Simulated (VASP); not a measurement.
# Hf (P6_3/mmc) in VASP: notebook, part 2 of 2

VASP 6.6.1. The steps go on from the part before.

### 3 Relaxation of cell and atoms, LDA, target pressure 20 GPa, at which the enthalpy is minimised

This run uses another cell than the first one, of 19.35 Å³/atom.

INCAR

```
SYSTEM = Hf
PREC = Accurate
ENCUT = 600
EDIFF = 1E-6
ISMEAR = 0
SIGMA = 0.1
LREAL = .False.
LASPH = .True.
NELM = 80
ALGO = Fast
ISIF = 3
LWAVE = .False.
LCHARG = .False.
IBRION = 2
NSW = 80
EDIFFG = -0.002
PSTRESS = 200.0
```

KPOINTS

```
regular mesh
0
Gamma
  16 16 10
  0 0 0
```

POSCAR

```
Hf
1.0
    3.0372208155      0.0000000000      0.0000000000
   -1.5186104078      2.6303103832      0.0000000000
    0.0000000000      0.0000000000      4.8433521039
Hf
2
Direct
    0.3333333333      0.6666666667      0.2500000000
    0.6666666667      0.3333333333      0.7500000000
```

Potentials or basis: VASP PAW LDA potentials, release 64 (Hf_pv).

Command:

```sh
$ cat potpaw_LDA.64/Hf_pv/POTCAR > POTCAR
$ mpirun -np 1 vasp_std > vasp.out
```

OUTCAR:

```text
SYSTEM = Hf
   PREC = Accurate
   ENCUT = 600
   EDIFF = 1E-6
   ISMEAR = 0
   LREAL = .False.
   LASPH = .True.
   NELM = 80
   ISIF = 3
   IBRION = 2
   NSW = 80
   EDIFFG = -0.002
   PSTRESS = 200.0

 ion  position               nearest neighbor table
   1  0.333  0.667  0.250-   2 2.99   2 2.99   2 2.99   2 2.99   2 2.99   2 2.99
   2  0.667  0.333  0.750-   1 2.99   1 2.99   1 2.99   1 2.99   1 2.99   1 2.99

  LATTYP: Found a hexagonal cell.
 ALAT       =     3.0372208155
 C/A-ratio  =     1.5946657810

  Lattice vectors:

 A1 = (   3.0372208155,   0.0000000000,   0.0000000000)
 A2 = (  -1.5186104078,   2.6303103832,   0.0000000000)
 A3 = (   0.0000000000,   0.0000000000,   4.8433521039)

Analysis of symmetry for initial positions (statically):
=====================================================================
 Subroutine PRICEL returns:
 Original cell was already a primitive cell.

 Routine SETGRP: Setting up the symmetry group for a
 hexagonal supercell.
[... 379 lines left out ...]

 k-point     1 :       0.0000    0.0000    0.0000
  band No.  band energies     occupation
      1     -24.6316      2.00000
      2     -23.1990      2.00000
      3     -23.1990      2.00000
      4     -22.9781      2.00000
      5     -22.9745      2.00000
      6     -22.9745      2.00000
      7      -1.6124      2.00000
      8       1.9185      2.00000
      9       7.4795      0.00000
     10       7.4795      0.00000
     11       7.6456      0.00000
     12       7.9542      0.00000
     13       8.4970      0.00000
     14       8.4970      0.00000
[... 377 lines left out ...]
      1     -24.0867      2.00000
      2     -24.0509      2.00000
      3     -23.9714      2.00000
      4     -23.5651      2.00000
      5     -23.3131      2.00000
      6     -23.2883      2.00000
      7       2.5850      2.00000
      8       3.9260      2.00000
      9       4.2283      2.00000
     10       4.9279      2.00000
     11       6.6090      0.00026
     12       7.4378      0.00000
     13       7.8753      0.00000
     14      10.6431      0.00000

 [... further k-points ...]
[... 5 lines left out ...]
  --------------------------------------------------------------------------------------
  -------------------------------------------------------------------------------------
  Total        4.5544132      4.5544132      4.5569309     -0.0000000     -0.0000000      0.0000000
  in kB      199.9195310    199.9195310    200.0300461     -0.0000000     -0.0000000      0.0000000
  external PRESSURE =      -0.0436307 kB  Pullay stress =     200.0000000 kB
[... 21 lines left out ...]
  energy  without entropy=      -21.0933648768  energy(sigma->0) =      -21.09724957

  enthalpy is  TOTEN    =       -16.5448878747 eV   P V=        4.5562463973

 reached required accuracy - stopping structural energy minimisation
```

OSZICAR:

```text
N       E                     dE             d eps       ncg     rms          rms(c)
DAV:   1     0.534622534904E+02    0.53462E+02   -0.12803E+04  5048   0.155E+03
DAV:   2    -0.198173943729E+02   -0.73280E+02   -0.71867E+02  6246   0.297E+02
DAV:   3    -0.219154336550E+02   -0.20980E+01   -0.20494E+01  6744   0.322E+01
[... 131 lines left out ...]
DAV:   1    -0.211011570553E+02    0.60132E-04   -0.15527E-05  5628   0.330E-02    0.452E-03
RMM:   2    -0.211011566415E+02    0.41374E-06   -0.37331E-07  2540   0.476E-03
  20 F= -.16544888E+02 E0= -.16541003E+02  d E =-.501606E-06
       N       E                     dE             d eps       ncg     rms          rms(c)
DAV:   1    -0.211011343415E+02    0.22714E-04   -0.18744E-06  3636   0.117E-02    0.342E-03
RMM:   2    -0.211011342720E+02    0.69498E-07   -0.13978E-07  2346   0.316E-03
  21 F= -.16544888E+02 E0= -.16541003E+02  d E =-.397584E-06
```

Run time: 6.4 min. Hardware: 1 thread of AMD EPYC 9R45 (Zen 5), shared host; peak memory 0.21 GiB.

Results:

```
Free energy                                                : -21.1011 eV
Relaxed volume                                             : 18.25 Å³/atom
Relaxed cell                                               : a = 2.973 Å, b = 2.973 Å, c = 4.769 Å, α = 90.00°, β = 90.00°, γ = 120.00°
Space group after relaxing (to 0.1 Å)                      : P6_3/mmc (No. 194)
Energy change on relaxing (the run minimises the enthalpy) : +101.9 meV/atom
Ionic steps                                                : 21
Pressure after relaxing                                    : 20.0 GPa
Band gap on the k mesh                                     : zero (bands 10 and 11 overlap by 1.68 eV)
```

The path:
```tsv
step	energy change (eV)	largest force (eV/Å)	pressure (GPa)	volume (Å³)
1	0.0000	0.0000	10.16	38.69
2	1.0262	0.0000	46.42	32.41
3	0.1917	0.0000	19.55	36.60
4	0.2020	0.0000	19.94	36.52
5	0.2073	0.0000	20.18	36.48
6	0.2085	0.0000	20.20	36.46
7	0.2088	0.0000	20.20	36.46
8	0.2095	0.0000	20.21	36.45
9	0.2089	0.0000	20.21	36.46
10	0.1948	0.0000	19.63	36.57
11	0.2038	0.0000	19.96	36.50
12	0.2046	0.0000	20.02	36.49
13	0.2044	0.0000	20.04	36.49
14	0.2041	0.0000	20.04	36.50
15	0.2039	0.0000	20.02	36.50
16	0.2038	0.0000	20.01	36.50
17	0.2035	0.0000	19.99	36.50
18	0.2036	0.0000	19.99	36.50
19	0.2037	0.0000	19.99	36.50
20	0.2038	0.0000	19.99	36.50
21	0.2038	0.0000	20.00	36.50
```

Final structure:
```xyz
2
Lattice="2.9727 0.0000 0.0000 -1.4863 2.5744 0.0000 0.0000 0.0000 4.7694" Properties=species:S:1:pos:R:3 pbc="T T T"
Hf    0.0000    1.7163    1.1923
Hf    1.4863    0.8581    3.5770
```

Caveat: the cell is relaxed towards a set pressure, so the run minimises the enthalpy, not the energy; spin-orbit coupling is left out, which moves the levels of the heavy elements. LDA usually gives volumes a few per cent too small.

### 4 Relaxation of cell and atoms, LDA, target pressure 10 GPa, at which the enthalpy is minimised

This run uses another cell than the first one, of 20.82 Å³/atom.

INCAR

```
SYSTEM = Hf
  PREC = Accurate
  ENCUT = 600
  EDIFF = 1E-7
  ISMEAR = 0
  SIGMA = 0.1
  LREAL = .False.
  LASPH = .True.
  NELM = 80
  ALGO = Fast
  ISIF = 3
  LWAVE = .False.
  LCHARG = .False.
  GGA = CA
  IBRION = 2
  NSW = 80
  EDIFFG = -0.002
  PSTRESS = 100.0
```

KPOINTS

```
Automatic mesh
0
Gamma
  16 16 10
  0 0 0
```

POSCAR

```
Hf
1.0
    3.1189593372      0.0000000000      0.0000000000
   -1.5594796686      2.7010980193      0.0000000000
    0.0000000000      0.0000000000      4.9424847241
Hf
2
Direct
    0.3333333333      0.6666666667      0.2500000000
    0.6666666667      0.3333333333      0.7500000000
```

Command:

```sh
$ cat potpaw_LDA.64/Hf_pv/POTCAR > POTCAR
$ mpirun -np 1 vasp_std > vasp.out
```

Run time: 7.6 min. Hardware: 1 thread of AMD EPYC 9R45 (Zen 5), shared host; peak memory 0.22 GiB.

It converged, with:

```
Free energy                                                : -21.3078 eV
Relaxed volume                                             : 19.37 Å³/atom
Relaxed cell                                               : a = 3.038 Å, b = 3.038 Å, c = 4.845 Å, α = 90.00°, β = 90.00°, γ = 120.00°
Space group after relaxing (to 0.1 Å)                      : P6_3/mmc (No. 194)
Energy change on relaxing (the run minimises the enthalpy) : +43.4 meV/atom
Ionic steps                                                : 10
Pressure after relaxing                                    : 10.0 GPa
Band gap on the k mesh                                     : zero (bands 10 and 11 overlap by 1.56 eV)
```

The path:
```
step  energy change (eV)  largest force (eV/Å)  pressure (GPa)  volume (Å³)
   1              0.0000                0.0000            0.09        41.64
   2              0.6456                0.0000           32.58        34.35
   3              0.0803                0.0000            9.59        38.85
   4              0.0860                0.0000            9.99        38.75
   5              0.0895                0.0000           10.20        38.70
   6              0.0900                0.0000           10.21        38.68
   7              0.0903                0.0000           10.22        38.68
   8              0.0902                0.0000           10.21        38.68
   9              0.0819                0.0000            9.67        38.81
  10              0.0868                0.0000           10.01        38.73
```

Final structure:
```
Hf
1.0
     3.03818    0.00000    0.00000
    -1.51909    2.63114    0.00000
     0.00000    0.00000    4.84540
Hf
2
Direct
  0.33333 0.66667 0.25000
  0.66667 0.33333 0.75000
```

Levels at points of the mesh, in eV from the Fermi level:
```tsv
k point	band 7	band 8	band 9	band 10	band 11	band 12	band 13	band 14
(0.00, 0.00, 0.00)	-7.79	-4.21	1.13	1.13	1.34	1.36	2.09	2.09
(0.50, 0.00, 0.00)	-3.58	-3.36	-2.75	-0.36	0.71	1.01	1.89	6.86
(0.00, 0.00, 0.50)	-5.56	-5.56	0.04	0.04	1.02	1.02	1.02	1.02
(0.50, 0.00, 0.50)	-3.91	-3.91	-1.35	-1.35	1.87	1.87	2.93	2.93
```

Caveat: the cell is relaxed towards a set pressure, so the run minimises the enthalpy, not the energy; spin-orbit coupling is left out, which moves the levels of the heavy elements.

### 5 Overview

| cell | gap on the mesh (eV) | pressure (GPa) |
| --- | --- | --- |
| relaxed to 35 GPa from a = 2.972, b = 2.972, c = 4.767 Å, angles 90.0, 90.0, 120.0°, 2 atoms | none | 35.0 |
| relaxed to 20 GPa from a = 3.037, b = 3.037, c = 4.843 Å, angles 90.0, 90.0, 120.0°, 2 atoms | none | 20.0 |
| relaxed to 10 GPa from a = 3.119, b = 3.119, c = 4.942 Å, angles 90.0, 90.0, 120.0°, 2 atoms | none | 10.0 |

Alike in all rows: task relaxation of cell and atoms; level LDA; potentials or basis VASP PAW LDA potentials, release 64 (Hf_pv); no spin polarisation; k mesh 16 × 16 × 10; cutoff (eV) 600; smearing gaussian 0.1 eV.

Caveats: the cell is relaxed towards a set pressure, so the run minimises the enthalpy, not the energy; spin-orbit coupling is left out, which moves the levels of the heavy elements.

Absolute energies hang on the potentials; compare differences alone.
